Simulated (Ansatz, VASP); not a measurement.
**BN: VASP beside Ansatz**

The input INCAR:

```
SYSTEM = BN
PREC     = Accurate       ! precision mode
ENCUT    = 520            ! plane-wave cutoff, eV
EDIFF    = 1E-6           ! SCF threshold, eV
ISMEAR   = 0              ! smearing method
SIGMA    = 0.02           ! smearing width, eV
LREAL    = .FALSE.        ! projectors in reciprocal space
LASPH    = .TRUE.         ! aspherical terms in the spheres
NELM     = 80             ! most SCF steps
ALGO     = Normal         ! electronic algorithm
ISIF     = 2              ! what is computed and relaxed
LWAVE    = .FALSE.        ! write WAVECAR
LCHARG   = .TRUE.         ! write CHGCAR
GGA      = PE             ! functional
LELF     = .TRUE.         ! ELF
LVHAR    = .TRUE.       
NBANDS   = 11             ! bands
```

KPOINTS

```
regular mesh
0
G
  12 12 12
  0 0 0
```

Contents of POSCAR:

```
BN
1.0
    1.2490543700      0.6858797460      3.3494345159
   -1.2264151902      0.6915348165      3.3398259006
    0.0162170246     -1.4786025947      3.3663002732
B N
1 1
Direct
    0.9821343329      0.9678991080      1.0391282034
    0.3502986671      0.3645338920      0.2933047966
```

Input for Ansatz:

```yaml
crystal:
  lattice:
    - [1.24905437, 0.685879746, 3.3494345159]
    - [-1.2264151902, 0.6915348165, 3.3398259006]
    - [0.0162170246, -1.4786025947, 3.3663002732]
  atoms:
    - { symbol: B, position: [0.9821343329, 0.967899108, 1.0391282034] }
    - { symbol: "N", position: [0.3502986671, 0.364533892, 0.2933047966] }
basis:
  ecutwfc: 420
kpoints:
  mp_grid: { grid: [12, 12, 12] }
hamiltonian:
  xc: pbe
scf:
  occupations: { method: gaussian, width: 0.02 }
output:
  forces: true
  stress: true
  eigenvalues: true
  populations: true
  write_density: true
  write_potential: true
  elf: true
  volumetric_format: npy
```

Change from the starting cell: all atoms moved at random, cell strained at random.

Alike in both runs: task single point; functional PBE; k mesh 12 × 12 × 12; occupations gaussian, width 0.02 eV; no spin polarisation.

```csv
,VASP,Ansatz
version,VASP 6.6.1,Ansatz 0.2.0
potentials or method,"VASP PAW PBE potentials, release 64 (B, N), cutoff 520 eV","scalar-relativistic, plane waves, PAW"
valence electrons in the cell,8,8
```

|  | VASP | Ansatz | Ansatz less VASP |
| --- | --- | --- | --- |
| gap on the k mesh at the Fermi level (eV) | 2.67 | 2.68 | +0.007 |
| least direct gap on the mesh (eV) | 4.23 | 4.24 | +0.001 |
| pressure (GPa) | 19.8 | 19.9 | +0.12 |
| traceless stress, the component that is largest in VASP (GPa) | 32.77 | 32.72 | -0.047 |
| rms of the force components (eV/Å) | 3.637 | 3.648 | +0.0109 |

Atom by atom the forces differ by 0.012 eV/Å (rms over components).
